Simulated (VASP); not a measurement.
Here is a VASP 6.6.1 calculation.

INCAR

```
SYSTEM = Nd4O
PREC = Accurate ; ENCUT = 600
EDIFF = 1E-6 ; ISMEAR = 0
SIGMA = 0.2 ; LREAL = .FALSE.
LASPH = .TRUE. ; NELM = 200
ALGO = Normal ; ISIF = 2
LWAVE = .FALSE. ; LCHARG = .FALSE.
GGA = PE ; NBANDS = 61
GGA_COMPAT = .FALSE. ; LMAXMIX = 6
```

Contents of KPOINTS:

```
Automatic mesh
0
G
  4 4 2
  0 0 0
```

File POSCAR:

```
Nd4O
1.0
   -0.0008896006      5.4454972831      0.0001760897
   -0.0003700870      0.0001769918      5.4429164901
   10.8854400569     -0.0018990828     -0.0007365460
Nd O
8 2
Direct
    0.2425352561      0.2421023611      0.1212769216
    0.2420050764      0.2425063630      0.6210176921
    0.7575023329      0.2421880794      0.3787428539
    0.7579680624      0.2424443773      0.8789773148
    0.2419850653      0.7575648730      0.3789849992
    0.2424545604      0.7578285709      0.8787436681
    0.7580764460      0.7575288292      0.1209952929
    0.7575077688      0.7579069779      0.6212528788
   -0.0004305353     -0.0000366787      0.5000118418
    0.0003959670     -0.0000337530     -0.0000034632
```

Potentials or basis: VASP PAW PBE potentials, release 64 (Nd_3, O), 4f in core.

Command:

```console
$ cat potpaw_PBE.64/Nd_3/POTCAR potpaw_PBE.64/O/POTCAR > POTCAR
$ mpirun -np 1 vasp_std > vasp.out
```

Problem. Predict the pressure.

Solution. 0.2 GPa.

Problem. What does it give for the largest force?

Solution. 0.038 eV/Å.

Problem. What does it give for the band gap on the k mesh?

Solution. Zero (bands 50 and 51 overlap by 1.24 eV).

Forces on the atoms (eV/Å):
```
Nd   0.019  0.020  0.022
Nd   0.023  0.022  0.018
Nd  -0.019 -0.021  0.020
Nd  -0.022 -0.022  0.019
Nd  -0.022  0.022 -0.019
Nd  -0.020  0.021 -0.021
Nd   0.023 -0.023 -0.019
Nd   0.019 -0.020 -0.022
O   -0.001  0.002  0.001
O    0.000 -0.001  0.000
```

Caveat: spin-orbit coupling is left out, which moves the levels of the heavy elements; the 4f electrons are frozen in the core, so they carry no moment and show no levels; the run has no spin polarisation, though such a crystal can be magnetic. Spin polarisation is off, so any magnetic state and its effect on volume and gap are missing.
